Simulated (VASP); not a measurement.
# Pb (Pm-3m) in VASP: a series of runs

Runs on Pb. Level: PBE. Tasks: single point.

Everything below comes from runs of VASP 6.6.1. Logs are shortened: lines on timing, memory, paths and dates and some standing lists are left out, and cuts for length are marked.

### 1 The cell of the first run

It takes space group Pm-3m (No. 221, cubic). The conventional cell has a = 2.745 Å, b = 2.745 Å, c = 2.745 Å, α = 90.00°, β = 90.00°, γ = 90.00°. Pb (site symmetry m-3m) has 6 Pb at 2.74 Å within 3.6 Å.

This isn't the form of Pb at room conditions, which is fcc.

### 2 Single point, PBE

Input file INCAR:

```
SYSTEM = Pb
  PREC = Accurate
  ENCUT = 520
  EDIFF = 1E-6
  ISMEAR = -1
  SIGMA = 0.05
  LREAL = .FALSE.
  LASPH = .TRUE.
  NELM = 60
  ALGO = Normal
  ISIF = 2
  LWAVE = .FALSE.
  LCHARG = .FALSE.
  GGA = PE
  NBANDS = 13
```

Input file KPOINTS:

```
Automatic mesh
0
G
  14 14 14
  0 0 0
```

Input file POSCAR:

```
Pb
1.0
    2.7446358150      0.0000000000      0.0000000000
    0.0000000000      2.7446358150      0.0000000000
    0.0000000000      0.0000000000      2.7446358150
Pb
1
Direct
    0.0000000000      0.0000000000      0.0000000000
```

Potentials or basis: VASP PAW PBE potentials, release 64 (Pb_d).

Run with:

```console
cat potpaw_PBE.64/Pb_d/POTCAR > POTCAR
mpirun -np 1 vasp_std > vasp.out
```

OUTCAR:

```text
SYSTEM = Pb
   PREC = Accurate
   ENCUT = 520
   EDIFF = 1E-6
   ISMEAR = -1
   LREAL = .FALSE.
   LASPH = .TRUE.
   NELM = 60
   ISIF = 2
   GGA = PE

 ion  position               nearest neighbor table
   1  0.000  0.000  0.000-

  LATTYP: Found a simple cubic cell.
 ALAT       =     2.7446358150

  Lattice vectors:

 A1 = (   2.7446358150,   0.0000000000,   0.0000000000)
 A2 = (   0.0000000000,   2.7446358150,   0.0000000000)
 A3 = (   0.0000000000,   0.0000000000,   2.7446358150)

Analysis of symmetry for initial positions (statically):
=====================================================================
 Subroutine PRICEL returns:
 Original cell was already a primitive cell.

 Routine SETGRP: Setting up the symmetry group for a
 simple cubic supercell.

 Subroutine GETGRP returns: Found 48 space group operations
 (whereof 48 operations were pure point group operations)
 out of a pool of 48 trial point group operations.

The static configuration has the point symmetry O_h .

Analysis of symmetry for dynamics (positions and initial velocities):
=====================================================================
 Subroutine PRICEL returns:
 Original cell was already a primitive cell.

 Routine SETGRP: Setting up the symmetry group for a
 simple cubic supercell.

 Subroutine GETGRP returns: Found 48 space group operations
 (whereof 48 operations were pure point group operations)
 out of a pool of 48 trial point group operations.

The dynamic configuration has the point symmetry O_h .

 Subroutine INISYM returns: Found 48 space group operations
 (whereof 48 operations are pure point group operations),
 and found     1 'primitive' translations

----------------------------------------------------------------------------------------

                                     Primitive cell

  volume of cell :      20.6754

  direct lattice vectors                    reciprocal lattice vectors
     2.744635815  0.000000000  0.000000000     0.364347064  0.000000000  0.000000000
     0.000000000  2.744635815  0.000000000     0.000000000  0.364347064  0.000000000
     0.000000000  0.000000000  2.744635815     0.000000000  0.000000000  0.364347064

  length of vectors
     2.744635815  2.744635815  2.744635815     0.364347064  0.364347064  0.364347064

  position of ions in fractional coordinates (direct lattice)
     0.000000000  0.000000000  0.000000000

  ion indices of the primitive-cell ions
   primitive index   ion index
                 1           1

----------------------------------------------------------------------------------------

 KPOINTS: Automatic mesh

Automatic generation of k-mesh.
 Grid dimensions read from file:
 generate k-points for:   14   14   14

 Generating k-lattice:

  Cartesian coordinates                     Fractional coordinates (reciprocal lattice)
     0.026024790  0.000000000  0.000000000     0.071428571  0.000000000  0.000000000
     0.000000000  0.026024790  0.000000000     0.000000000  0.071428571  0.000000000
     0.000000000  0.000000000  0.026024790     0.000000000  0.000000000  0.071428571

  Length of vectors
     0.026024790  0.026024790  0.026024790

  Shift w.r.t. Gamma in fractional coordinates (k-lattice)
     0.000000000  0.000000000  0.000000000

 Subroutine IBZKPT returns following result:
 ===========================================

 Found    120 irreducible k-points:

 Following reciprocal coordinates:
            Coordinates               Weight
  0.000000  0.000000  0.000000      1.000000
  0.071429  0.000000  0.000000      6.000000
  0.142857  0.000000  0.000000      6.000000
  0.214286  0.000000  0.000000      6.000000
  0.285714  0.000000  0.000000      6.000000
  0.357143  0.000000  0.000000      6.000000
[... 16 lines left out ...]
  0.285714  0.214286  0.000000     24.000000
  0.357143  0.214286  0.000000     24.000000
 [... further k-points ...]
   k-points           NKPTS =    120   k-points in BZ     NKDIM =    120   number of bands    NBANDS=     13
   number of dos      NEDOS =    301   number of ions     NIONS =      1
   total plane-waves  NPLWV =   8000
   dimension x,y,z NGX =    20 NGY =   20 NGZ =   20
   dimension x,y,z NGXF=    40 NGYF=   40 NGZF=   40
   ions per type =               1
   NGX,Y,Z   is equivalent  to a cutoff of  12.11, 12.11, 12.11 a.u.
   NGXF,Y,Z  is equivalent  to a cutoff of  24.23, 24.23, 24.23 a.u.
 SYSTEM =  Pb
   PREC   = accura    normal or accurate (medium, high low for compatibility)
   ISTART =      0    job   : 0-new  1-cont  2-samecut
   ICHARG =      2    charge: 1-file 2-atom 10-const
   ISPIN  =      1    spin polarized calculation?
   LNONCOLLINEAR =      F non collinear calculations
   LSORBIT =      F    spin-orbit coupling
   LASPH  =      T    aspherical Exc in radial PAW
   ENCUT  =  520.0 eV  38.22 Ry    6.18 a.u.   5.10  5.10  5.10*2*pi/ulx,y,z
   NELM   =     60;   NELMIN=  2; NELMDL= -5     # of ELM steps
   EDIFF  = 0.1E-05   stopping-criterion for ELM
   LREAL  =      F    real-space projection
   EDIFFG = 0.1E-04   stopping-criterion for IOM
   NSW    =      0    number of steps for IOM
   IBRION =     -1    ionic relax: 0-MD 1-quasi-New 2-CG
   NFREE  =      0    steps in history (QN), initial steepest desc. (CG)
   ISIF   =      2    stress and relaxation
   ISYM   =      2    0-nonsym 1-usesym 2-fastsym
   POTIM  = 0.5000    time-step for ionic-motion
   TEBEG  =    0.0;   TEEND  =   0.0 temperature during run
   PSTRESS=    0.0 pullay stress
   NELECT =      14.0000    total number of electrons
   NUPDOWN=      -1.0000    fix difference up-down
   EMIN   =  10.00;   EMAX   =-10.00  energy-range for DOS
   EFERMI =   0.00;   METHOD = LEGACY
   ISMEAR =    -1;   SIGMA  =   0.05  broadening in eV -4-tet -1-fermi 0-gaus
   EFERMI_NEDOS =   21; number of points for ismear=-14 and -15
   IALGO  =     38    algorithm
   IMIX   =      4    mixing-type and parameters
     AMIX     =   0.40;   BMIX     =  1.00
     AMIX_MAG =   1.60;   BMIX_MAG =  1.00
  volume/ion in A,a.u.               =      20.68       139.52
  Fermi-wavevector in a.u.,A,eV,Ry     =   1.437583  2.716637 28.118392  2.066644
  Thomas-Fermi vector in A             =   2.556644
   LORBIT       =      0    0 simple, 1 ext, 2 COOP (PROOUT), +10 PAW based schemes
   GGA     = PE    functional components
   LHFCALC =     F    Hartree Fock is set to
   AEXX    =    0.0000 exact exchange contribution
   IVDW    =     0    specifies the selected vdW correction
   LEPSILON=     F    determine dielectric tensor
   LRPA    =     F    only Hartree local field effects (RPA)
 non-spin polarized calculation
  energy-cutoff  :      520.00
  volume of cell :       20.68
 maximum number of plane-waves:       587
   NGX = 11   NGY = 11   NGZ = 11

 number of electron      13.9999988 magnetization

 Free energy of the ion-electron system (eV)
  ---------------------------------------------------
  ext. energy  EPLUGINS =         0.00000000
  ---------------------------------------------------
  free energy    TOTEN  =        -1.72139069 eV

  energy without entropy =       -1.71840159  energy(sigma->0) =       -1.71989614

 E-fermi :  12.6076     XC(G=0): -12.0673

 val. band max:       12.5970100171   @ k =   0.5000   0.3571   0.0714
 cond. band min:      12.6160977144   @ k =   0.2857   0.2857   0.1429
 fundamental gap:      0.0190876973
 Fermi energy:        12.6075695123

 k-point     1 :       0.0000    0.0000    0.0000
  band No.  band energies     occupation
      1      -6.5437      2.00000
      2      -6.5437      2.00000
      3      -4.5064      2.00000
      4      -4.5064      2.00000
      5      -4.5064      2.00000
      6      -2.8886      2.00000
      7      19.0194      0.00000
      8      19.0194      0.00000
      9      19.0194      0.00000
     10      23.9692      0.00000
     11      24.9176      0.00000
     12      24.9176      0.00000
     13      32.8161      0.00000

 k-point     2 :       0.0714    0.0000    0.0000
  band No.  band energies     occupation
      1      -6.5368      2.00000
      2      -6.4805      2.00000
      3      -4.5373      2.00000
      4      -4.5373      2.00000
      5      -4.5038      2.00000
      6      -2.7710      2.00000
      7      17.8032      0.00000
      8      19.1743      0.00000
      9      19.1743      0.00000
     10      24.2973      0.00000
     11      24.8525      0.00000
     12      25.9335      0.00000
     13      32.5613      0.00000

 k-point     3 :       0.1429    0.0000    0.0000
  band No.  band energies     occupation
      1      -6.5175      2.00000
      2      -6.3097      2.00000
      3      -4.6230      2.00000
      4      -4.6230      2.00000
      5      -4.4965      2.00000
      6      -2.4076      2.00000
      7      15.5248      0.00000
      8      19.6250      0.00000
      9      19.6250      0.00000
     10      24.4315      0.00000
     11      24.6659      0.00000
     12      28.4409      0.00000
     13      31.9815      0.00000
[... 305 lines left out ...]
 k-point    23 :       0.2857    0.2143    0.0000
  band No.  band energies     occupation
      1      -6.1969      2.00000
      2      -5.4279      2.00000
      3      -5.2269      2.00000
      4      -4.8491      2.00000
      5      -4.7036      2.00000
      6       0.1535      2.00000
      7      11.7537      2.00000
      8      14.9924      0.00000
      9      22.6419      0.00000
     10      23.8410      0.00000
     11      25.1659      0.00000
     12      29.8100      0.00000
     13      31.8188      0.00000

 k-point    24 :       0.3571    0.2143    0.0000
  band No.  band energies     occupation
      1      -6.1547      2.00000
      2      -5.3703      2.00000
      3      -5.1905      2.00000
      4      -4.9624      2.00000
      5      -4.6910      2.00000
      6       1.2788      2.00000
      7       9.5064      2.00000
      8      15.9158      0.00000
      9      22.3411      0.00000
     10      23.6820      0.00000
     11      24.9356      0.00000
     12      29.2201      0.00000
     13      31.2105      0.00000

 [... further k-points ...]
[... 5 lines left out ...]
  --------------------------------------------------------------------------------------
  -------------------------------------------------------------------------------------
  Total        8.2407878      8.2407878      8.2407878     -0.0000000      0.0000000      0.0000000
  in kB      638.5944413    638.5944413    638.5944413     -0.0000000      0.0000000      0.0000000
  external PRESSURE =     638.5944413 kB  Pullay stress =       0.0000000 kB

 VOLUME and BASIS-vectors are now :
 -----------------------------------------------------------------------------
  energy-cutoff  :      520.00
  volume of cell :       20.68
      direct lattice vectors                 reciprocal lattice vectors
     2.744635815  0.000000000  0.000000000     0.364347064  0.000000000  0.000000000
     0.000000000  2.744635815  0.000000000     0.000000000  0.364347064  0.000000000
     0.000000000  0.000000000  2.744635815     0.000000000  0.000000000  0.364347064

 POSITION                                       TOTAL-FORCE (eV/Angst)
 -----------------------------------------------------------------------------------
      0.00000      0.00000      0.00000         0.000000      0.000000      0.000000
 -----------------------------------------------------------------------------------
    total drift:                                0.000000      0.000000      0.000000

  FREE ENERGIE OF THE ION-ELECTRON SYSTEM (eV)
  ---------------------------------------------------
  free  energy   TOTEN  =        -1.7213906863 eV

  energy  without entropy=       -1.7184015906  energy(sigma->0) =       -1.71989614
```

It took 8.4 s on 1 thread of Intel Xeon 6975P-C (Granite Rapids), shared host; peak memory 0.14 GiB.

Results:

| Item | Value |
| --- | --- |
| Free energy | -1.7214 eV |
| Pressure | 63.9 GPa |
| Band gap on the k mesh | zero (bands 7 and 8 overlap by 10.02 eV) |

Caveat: the cell stands under pressure; spin-orbit coupling is left out, which moves the levels of the heavy elements.

### 3 Single point, PBE

Input file INCAR:

```
SYSTEM = Pb
  PREC = Accurate
  ENCUT = 520
  EDIFF = 1E-7
  ISMEAR = -1
  SIGMA = 0.05
  LREAL = .False.
  LASPH = .True.
  NELM = 80
  ALGO = Normal
  ISIF = 2
  LWAVE = .False.
  LCHARG = .True.
  GGA = PE
  LELF = .True.
  LVHAR = .True.
  NBANDS = 13
```

Input file KPOINTS:

```
Automatic mesh
0
Gamma
  14 14 14
  0 0 0
```

Input file POSCAR:

```
Pb
1.0
    2.7445086363      0.0000000000      0.0000000000
    0.0000000000      2.7445086363      0.0000000000
    0.0000000000      0.0000000000      2.7445086363
Pb
1
Direct
    0.0000000000      0.0000000000      0.0000000000
```

Potentials or basis: VASP PAW PBE potentials, release 64 (Pb_d).

Run with:

```console
cat potpaw_PBE.64/Pb_d/POTCAR > POTCAR
mpirun -np 1 vasp_std > vasp.out
```

It took 10 s on 1 thread of Intel Xeon 6975P-C (Granite Rapids), shared host; peak memory 0.14 GiB.

Results (log left out):

```
Free energy            : -1.7202 eV
Pressure               : 63.9 GPa
Band gap on the k mesh : zero (bands 7 and 8 overlap by 10.02 eV)
```

Levels at points of the mesh, in eV from the Fermi level:
```csv
k point,band 3,band 4,band 5,band 6,band 7,band 8,band 9,band 10,band 11,band 12
"(0.00, 0.00, 0.00)",-17.11,-17.11,-17.11,-15.50,6.41,6.41,6.41,11.36,12.31,12.31
"(0.50, 0.00, 0.00)",-17.71,-17.71,-17.06,-10.08,-7.20,10.74,10.74,10.89,11.97,16.94
"(0.50, 0.50, 0.00)",-17.62,-17.62,-16.52,-5.35,-3.61,-3.61,3.22,14.13,14.13,16.88
"(0.50, 0.50, 0.50)",-18.48,-16.49,-16.49,-0.07,0.03,0.03,0.03,5.36,7.61,7.61
```

Caveat: the cell stands under pressure; spin-orbit coupling is left out, which moves the levels of the heavy elements.
